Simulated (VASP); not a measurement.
# TiO2 (P4_2/mnm) in VASP: further runs, part 2 of 2

VASP 6.6.1.

## Step 3: Electric field gradients, PBE

Contents of INCAR:

```
SYSTEM = TiO2
ALGO = Normal ; EDIFF = 1E-8
ENCUT = 520 ; GGA = PE
ISIF = 2 ; ISMEAR = -1
LASPH = .TRUE. ; LCHARG = .FALSE.
LEFG = .TRUE. ; LREAL = .FALSE.
LWAVE = .FALSE. ; NBANDS = 33
NELM = 100 ; PREC = Accurate
SIGMA = 0.02
```

Contents of KPOINTS:

```
k-points
0
G
  7 7 10
  0 0 0
```

Contents of POSCAR:

```
TiO2
1.0
    4.5940000000      0.0000000000      0.0000000000
    0.0000000000      4.5940000000      0.0000000000
    0.0000000000      0.0000000000      2.9590000000
Ti O
2 4
Direct
    0.0000000000      0.0000000000      0.0000000000
    0.5000000000      0.5000000000      0.5000000000
    0.3060000000      0.3060000000      0.0000000000
    0.1940000000      0.8060000000      0.5000000000
    0.6940000000      0.6940000000      0.0000000000
    0.8060000000      0.1940000000      0.5000000000
```

Potentials or basis: VASP PAW PBE potentials, release 64 (Ti_sv, O).

Command:

```
> cat potpaw_PBE.64/Ti_sv/POTCAR potpaw_PBE.64/O/POTCAR > POTCAR
> mpirun -np 1 vasp_std > vasp.out
```

OUTCAR:

```text
SYSTEM = TiO2
   EDIFF = 1E-8
   ENCUT = 520
   GGA = PE
   ISIF = 2
   ISMEAR = -1
   LASPH = .TRUE.
   LREAL = .FALSE.
   NELM = 100
   PREC = Accurate

 ion  position               nearest neighbor table
   1  0.000  0.000  0.000-   4 1.94   6 1.94   4 1.94   6 1.94   5 1.99   3 1.99
   2  0.500  0.500  0.500-   3 1.94   5 1.94   3 1.94   5 1.94   4 1.99   6 1.99
   3  0.306  0.306  0.000-   2 1.94   2 1.94   1 1.99
   4  0.194  0.806  0.500-   1 1.94   1 1.94   2 1.99
   5  0.694  0.694  0.000-   2 1.94   2 1.94   1 1.99
   6  0.806  0.194  0.500-   1 1.94   1 1.94   2 1.99

  LATTYP: Found a simple tetragonal cell.
 ALAT       =     4.5940000000
 C/A-ratio  =     0.6441010013

  Lattice vectors:

 A1 = (   4.5940000000,   0.0000000000,   0.0000000000)
 A2 = (   0.0000000000,   4.5940000000,   0.0000000000)
 A3 = (   0.0000000000,   0.0000000000,   2.9590000000)

Analysis of symmetry for initial positions (statically):
=====================================================================
 Subroutine PRICEL returns:
 Original cell was already a primitive cell.

 Routine SETGRP: Setting up the symmetry group for a
 simple tetragonal supercell.

 Subroutine GETGRP returns: Found 16 space group operations
 (whereof  8 operations were pure point group operations)
 out of a pool of 16 trial point group operations.

The static configuration has the point symmetry D_2h.
 The point group associated with its full space group is D_4h.

Analysis of symmetry for dynamics (positions and initial velocities):
=====================================================================
 Subroutine PRICEL returns:
 Original cell was already a primitive cell.

[... 1043 lines left out ...]
  Total        2.4431654      2.4431654      2.2551121     -0.0000000      0.0000000      0.0000000
  in kB       62.6810862     62.6810862     57.8564476     -0.0000000      0.0000000      0.0000000
  external PRESSURE =      61.0728733 kB  Pullay stress =       0.0000000 kB

 VOLUME and BASIS-vectors are now :
 -----------------------------------------------------------------------------
  energy-cutoff  :      520.00
  volume of cell :       62.45
      direct lattice vectors                 reciprocal lattice vectors
     4.594000000  0.000000000  0.000000000     0.217675229  0.000000000  0.000000000
     0.000000000  4.594000000  0.000000000     0.000000000  0.217675229  0.000000000
     0.000000000  0.000000000  2.959000000     0.000000000  0.000000000  0.337952011

 POSITION                                       TOTAL-FORCE (eV/Angst)
 -----------------------------------------------------------------------------------
      0.00000      0.00000      0.00000        -0.000000      0.000000      0.000000
      2.29700      2.29700      1.47950        -0.000000      0.000000      0.000000
      1.40576      1.40576      0.00000        -0.185715     -0.185715      0.000000
      0.89124      3.70276      1.47950         0.185715     -0.185715      0.000000
      3.18824      3.18824      0.00000         0.185715      0.185715     -0.000000
      3.70276      0.89124      1.47950        -0.185715      0.185715     -0.000000
 -----------------------------------------------------------------------------------
    total drift:                               -0.000000      0.000000      0.000000

  FREE ENERGIE OF THE ION-ELECTRON SYSTEM (eV)
  ---------------------------------------------------
  free  energy   TOTEN  =       -53.6401679484 eV

  energy  without entropy=      -53.6401679484  energy(sigma->0) =      -53.64016795

 Electric field gradients (V/A^2)
---------------------------------------------------------------------
 ion       V_xx      V_yy      V_zz      V_xy      V_xz      V_yz
---------------------------------------------------------------------
   1      12.820    12.820   -25.640     6.736    -0.000    -0.000
   2      12.820    12.820   -25.640    -6.736    -0.000    -0.000
   3       0.981     0.981    -1.962    21.212     0.000     0.000
   4       0.981     0.981    -1.962   -21.212    -0.000     0.000
   5       0.981     0.981    -1.962    21.212    -0.000    -0.000
   6       0.981     0.981    -1.962   -21.212     0.000    -0.000
---------------------------------------------------------------------

 Electric field gradients after diagonalization (V/A^2)
 (convention: |V_zz| > |V_xx| > |V_yy|)
----------------------------------------------------------------------
 ion       V_xx      V_yy      V_zz     asymmetry (V_yy - V_xx)/ V_zz
----------------------------------------------------------------------
   1      19.556     6.083   -25.640       0.525
   2      19.556     6.083   -25.640       0.525
   3     -20.231    -1.962    22.193       0.823
   4     -20.231    -1.962    22.193       0.823
   5     -20.231    -1.962    22.193       0.823
   6     -20.231    -1.962    22.193       0.823
----------------------------------------------------------------------

           NMR quadrupolar parameters

 Cq : quadrupolar parameter    Cq=e*Q*V_zz/h
 eta: asymmetry parameters     (V_yy - V_xx)/ V_zz
 Q  : nuclear electric quadrupole moment in mb (millibarn)
----------------------------------------------------------------------
 ion       Cq(MHz)       eta       Q (mb)
----------------------------------------------------------------------
   1      -0.062       0.525       1.000
   2      -0.062       0.525       1.000
   3       0.054       0.823       1.000
   4       0.054       0.823       1.000
   5       0.054       0.823       1.000
   6       0.054       0.823       1.000
----------------------------------------------------------------------
```

OSZICAR:

```text
N       E                     dE             d eps       ncg     rms          rms(c)
DAV:   1     0.652353187377E+03    0.65235E+03   -0.24399E+04  3960   0.172E+03
DAV:   2     0.262578870089E+02   -0.62610E+03   -0.57978E+03  4297   0.512E+02
DAV:   3    -0.661016898118E+02   -0.92360E+02   -0.90334E+02  5243   0.190E+02
[... 11 lines left out ...]
DAV:  15    -0.536401669342E+02    0.25985E-04   -0.75442E-05  5407   0.803E-02    0.248E-03
DAV:  16    -0.536401680488E+02   -0.11146E-05   -0.70801E-06  4568   0.200E-02    0.543E-03
DAV:  17    -0.536401680103E+02    0.38523E-07   -0.87035E-07  5479   0.113E-02    0.202E-03
DAV:  18    -0.536401679535E+02    0.56785E-07   -0.33788E-07  5112   0.402E-03    0.442E-04
DAV:  19    -0.536401679484E+02    0.51186E-08   -0.14497E-08  2805   0.102E-03
   1 F= -.53640168E+02 E0= -.53640168E+02  d E =-.336009E-12
```

stdout:

```text
POSCAR found type information on POSCAR TiO
 POSCAR found :  2 types and       6 ions
 scaLAPACK will be used
 LDA part: xc-table for (Slater+PW92), standard interpolation
 POSCAR, INCAR and KPOINTS ok, starting setup
 FFT: planning ... GRIDC
 FFT: planning ... GRID_SOFT
 FFT: planning ... GRID
 WAVECAR not read
 entering main loop
ion   1

ion   2

ion   3

ion   4

ion   5

ion   6
```

Wall time 67 s (1 thread of Intel Xeon 6975P-C (Granite Rapids), shared host); peak memory 0.23 GiB.

What came out:

- Free energy: -53.6402 eV
- Pressure: 6.1 GPa
- Largest force: 0.263 eV/Å
- Band gap on the k mesh: 1.91 eV
- Largest electric field gradient by atom: Ti -25.6; O +22.2 V/Å²

Forces in eV/Å, atoms in the order of the input:
```
Ti   0.000  0.000  0.000
Ti   0.000  0.000  0.000
O   -0.186 -0.186  0.000
O    0.186 -0.186  0.000
O    0.186  0.186  0.000
O   -0.186  0.186  0.000
```

Stress tensor (GPa, compression positive):
```
6.27 0.00 0.00
0.00 6.27 0.00
0.00 0.00 5.79
```

Electric field gradients, principal values (V/Å²):
```tsv
atom	least	middle	greatest (by size)
1 Ti	6.083	19.556	-25.640
2 Ti	6.083	19.556	-25.640
3 O	-1.962	-20.231	22.193
4 O	-1.962	-20.231	22.193
5 O	-1.962	-20.231	22.193
6 O	-1.962	-20.231	22.193
```

Caveat: the cell stands under pressure; without QUAD_EFG the Cq values of the log hold for a quadrupole moment of 1 mb, not for the nuclei; an odd mesh through Γ misses points on the zone boundary, where band edges can lie.

## Step 4: Electric field gradients, LDA

Contents of INCAR:

```
SYSTEM = TiO2
ALGO     = Normal         ! electronic algorithm
EDIFF    = 1E-8           ! SCF threshold, eV
ENCUT    = 520            ! plane-wave cutoff, eV
GGA      = CA             ! functional
ISIF     = 2              ! what is computed and relaxed
ISMEAR   = -1             ! smearing method
LASPH    = .True.         ! aspherical terms in the spheres
LCHARG   = .False.        ! write CHGCAR
LEFG     = .True.       
LREAL    = .False.        ! projectors in reciprocal space
LWAVE    = .False.        ! write WAVECAR
NBANDS   = 33             ! bands
NELM     = 60             ! most SCF steps
PREC     = Accurate       ! precision mode
SIGMA    = 0.02           ! smearing width, eV
```

Contents of KPOINTS:

```
k-points
0
Gamma
  7 7 10
  0 0 0
```

Contents of POSCAR:

```
TiO2
1.0
    4.5940000000      0.0000000000      0.0000000000
    0.0000000000      4.5940000000      0.0000000000
    0.0000000000      0.0000000000      2.9590000000
Ti O
2 4
Direct
    0.0000000000      0.0000000000      0.0000000000
    0.5000000000      0.5000000000      0.5000000000
    0.3042802931      0.3042802931      0.0000000000
    0.1957197069      0.8042802931      0.5000000000
    0.6957197069      0.6957197069      0.0000000000
    0.8042802931      0.1957197069      0.5000000000
```

Potentials or basis: VASP PAW LDA potentials, release 64 (Ti_sv, O).

Command:

```
> cat potpaw_LDA.64/Ti_sv/POTCAR potpaw_LDA.64/O/POTCAR > POTCAR
> mpirun -np 1 vasp_std > vasp.out
```

OUTCAR:

```text
SYSTEM = TiO2
   EDIFF = 1E-8
   ENCUT = 520
   GGA = CA
   ISIF = 2
   ISMEAR = -1
   LASPH = .True.
   LREAL = .False.
   NELM = 60
   PREC = Accurate

 ion  position               nearest neighbor table
   1  0.000  0.000  0.000-   4 1.95   6 1.95   4 1.95   6 1.95   5 1.98   3 1.98
   2  0.500  0.500  0.500-   3 1.95   5 1.95   3 1.95   5 1.95   4 1.98   6 1.98
   3  0.304  0.304  0.000-   2 1.95   2 1.95   1 1.98
   4  0.196  0.804  0.500-   1 1.95   1 1.95   2 1.98
   5  0.696  0.696  0.000-   2 1.95   2 1.95   1 1.98
   6  0.804  0.196  0.500-   1 1.95   1 1.95   2 1.98

  LATTYP: Found a simple tetragonal cell.
 ALAT       =     4.5940000000
 C/A-ratio  =     0.6441010013

  Lattice vectors:

 A1 = (   4.5940000000,   0.0000000000,   0.0000000000)
 A2 = (   0.0000000000,   4.5940000000,   0.0000000000)
 A3 = (   0.0000000000,   0.0000000000,   2.9590000000)

Analysis of symmetry for initial positions (statically):
=====================================================================
 Subroutine PRICEL returns:
 Original cell was already a primitive cell.
[... 1080 lines left out ...]
 -----------------------------------------------------------------------------------
    total drift:                                0.000000      0.000000     -0.000000

  FREE ENERGIE OF THE ION-ELECTRON SYSTEM (eV)
  ---------------------------------------------------
  free  energy   TOTEN  =       -58.7383128074 eV

  energy  without entropy=      -58.7383128074  energy(sigma->0) =      -58.73831281

 Electric field gradients (V/A^2)
---------------------------------------------------------------------
 ion       V_xx      V_yy      V_zz      V_xy      V_xz      V_yz
---------------------------------------------------------------------
   1       9.540     9.540   -19.080     1.804     0.000    -0.000
   2       9.540     9.540   -19.080    -1.804     0.000     0.000
   3       0.762     0.762    -1.525    19.273    -0.000    -0.000
   4       0.762     0.762    -1.525   -19.273    -0.000    -0.000
   5       0.762     0.762    -1.525    19.273     0.000     0.000
   6       0.762     0.762    -1.525   -19.273     0.000    -0.000
---------------------------------------------------------------------

 Electric field gradients after diagonalization (V/A^2)
 (convention: |V_zz| > |V_xx| > |V_yy|)
----------------------------------------------------------------------
 ion       V_xx      V_yy      V_zz     asymmetry (V_yy - V_xx)/ V_zz
----------------------------------------------------------------------
   1      11.344     7.736   -19.080       0.189
   2      11.344     7.736   -19.080       0.189
   3     -18.511    -1.525    20.036       0.848
   4     -18.511    -1.525    20.036       0.848
   5     -18.511    -1.525    20.036       0.848
   6     -18.511    -1.525    20.036       0.848
----------------------------------------------------------------------

           NMR quadrupolar parameters

 Cq : quadrupolar parameter    Cq=e*Q*V_zz/h
 eta: asymmetry parameters     (V_yy - V_xx)/ V_zz
 Q  : nuclear electric quadrupole moment in mb (millibarn)
----------------------------------------------------------------------
 ion       Cq(MHz)       eta       Q (mb)
----------------------------------------------------------------------
   1      -0.046       0.189       1.000
   2      -0.046       0.189       1.000
   3       0.048       0.848       1.000
   4       0.048       0.848       1.000
   5       0.048       0.848       1.000
   6       0.048       0.848       1.000
----------------------------------------------------------------------
```

OSZICAR:

```text
N       E                     dE             d eps       ncg     rms          rms(c)
DAV:   1     0.637790901545E+03    0.63779E+03   -0.24358E+04  3960   0.171E+03
DAV:   2     0.178117189568E+02   -0.61998E+03   -0.57484E+03  4304   0.509E+02
DAV:   3    -0.710767781876E+02   -0.88888E+02   -0.87048E+02  5268   0.186E+02
[... 11 lines left out ...]
DAV:  15    -0.587383122618E+02    0.32451E-04   -0.11933E-04  5862   0.885E-02    0.391E-03
DAV:  16    -0.587383131147E+02   -0.85295E-06   -0.95881E-06  4529   0.224E-02    0.553E-03
DAV:  17    -0.587383128423E+02    0.27245E-06   -0.83979E-07  5543   0.109E-02    0.191E-03
DAV:  18    -0.587383128138E+02    0.28451E-07   -0.34911E-07  4857   0.343E-03    0.742E-04
DAV:  19    -0.587383128074E+02    0.64474E-08   -0.20247E-08  3307   0.132E-03
   1 F= -.58738313E+02 E0= -.58738313E+02  d E =-.363759E-13
```

Wall time 65 s (1 thread of Intel Xeon 6975P-C (Granite Rapids), shared host); peak memory 0.21 GiB.

What came out:

```yaml
Free_energy: -58.7383 eV
Pressure: -7.3 GPa
Largest_force: 0.090 eV/Å
Band_gap_on_the_k_mesh: 1.75 eV
Largest_electric_field_gradient_by_atom: Ti -19.1; O +20.0 V/Å²
```

Forces on the atoms (eV/Å):
```
Ti   0.000  0.000  0.000
Ti   0.000  0.000  0.000
O    0.064  0.064  0.000
O   -0.064  0.064  0.000
O   -0.064 -0.064  0.000
O    0.064 -0.064  0.000
```

Stress tensor (GPa, compression positive):
```
-6.37  0.00  0.00
 0.00 -6.37  0.00
 0.00  0.00 -9.20
```

Levels at points of the mesh, in eV from the valence-band top:
```tsv
k point	band 21	band 22	band 23	band 24	band 25	band 26	band 27	band 28
(0.00, 0.00, 0.00)	-0.72	-0.47	-0.47	0.00	1.75	2.03	2.30	2.40
(0.00, 0.00, 0.50)	-2.46	-2.46	-1.45	-1.45	2.91	2.91	3.08	3.08
```

Electric field gradients, principal values (V/Å²):
| atom | least | middle | greatest (by size) |
| --- | --- | --- | --- |
| 1 Ti | 7.736 | 11.344 | -19.080 |
| 2 Ti | 7.736 | 11.344 | -19.080 |
| 3 O | -1.525 | -18.511 | 20.036 |
| 4 O | -1.525 | -18.511 | 20.036 |
| 5 O | -1.525 | -18.511 | 20.036 |
| 6 O | -1.525 | -18.511 | 20.036 |

Caveat: the cell stands under tension; without QUAD_EFG the Cq values of the log hold for a quadrupole moment of 1 mb, not for the nuclei; an odd mesh through Γ misses points on the zone boundary, where band edges can lie.

## Step 5: Summary

```tsv
level	potentials or basis	gap on the mesh (eV)	pressure (GPa)	largest force (eV/Å)
PBEsol	VASP PAW PBE potentials, release 64 (Ti_sv, O)	1.81	-1.6	0.04
PBE	VASP PAW PBE potentials, release 64 (Ti_sv, O)	1.91	6.1	0.26
LDA	VASP PAW LDA potentials, release 64 (Ti_sv, O)	1.75	-7.3	0.09
```

Some of these runs hold the atoms at other places in the same cell, which the table doesn't show; runs alike in all that it shows share one row.

Alike in all rows: task electric field gradients; no spin polarisation; cell as given; k mesh 7 × 7 × 10; cutoff (eV) 520; smearing fermi-dirac 0.02 eV.

Caveats: an odd mesh through Γ misses points on the zone boundary, where band edges can lie; the PAW data sets were made with another functional, which shifts forces and pressure a little (at least some runs); the cell stands under pressure (at least some runs); the cell stands under tension (at least some runs).

Total energies depend on the potentials used, so only differences within one code and one set of settings carry meaning.
